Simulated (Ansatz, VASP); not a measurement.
## ZnS in VASP and in Ansatz

```
CELL_PARAMETERS angstrom
5.44313 0.00000 0.00000
0.00000 -5.44313 0.00000
0.00000 0.00000 -5.44313
ATOMIC_POSITIONS crystal
Zn 0.03508 0.03508 0.00000
Zn 0.50000 0.50000 0.00000
Zn 0.50000 0.00000 0.50000
Zn 0.00000 0.50000 0.50000
S 0.75000 0.75000 0.75000
S 0.25000 0.25000 0.75000
S 0.25000 0.75000 0.25000
S 0.75000 0.25000 0.25000
```

Alike in both runs: task single point; functional PBE; k mesh 6 × 6 × 6; occupations gaussian, width 0.05 eV; no spin polarisation.

```csv
,VASP,Ansatz
version,VASP 6.6.1,Ansatz 0.2.0
potentials or method,"VASP PAW PBE potentials, release 64 (Zn, S), cutoff 520 eV","scalar-relativistic, plane waves, PAW"
valence electrons in the cell,72,72
```

VASP gave:

```
gap on the k mesh at the Fermi level (eV)                     : 1.94
least direct gap on the mesh (eV)                             : 1.94
pressure (GPa)                                                : 0.8
traceless stress, the component that is largest in VASP (GPa) : 1.10
rms of the force components (eV/Å)                            : 0.543
```

Task: Estimate Ansatz's values.

Result: gap on the k mesh at the Fermi level (eV): 1.93; least direct gap on the mesh (eV): 1.93; pressure (GPa): 0.6; traceless stress, the component that is largest in VASP (GPa): 1.09; rms of the force components (eV/Å): 0.539.

Atom by atom the forces differ by 0.004 eV/Å (rms over components).
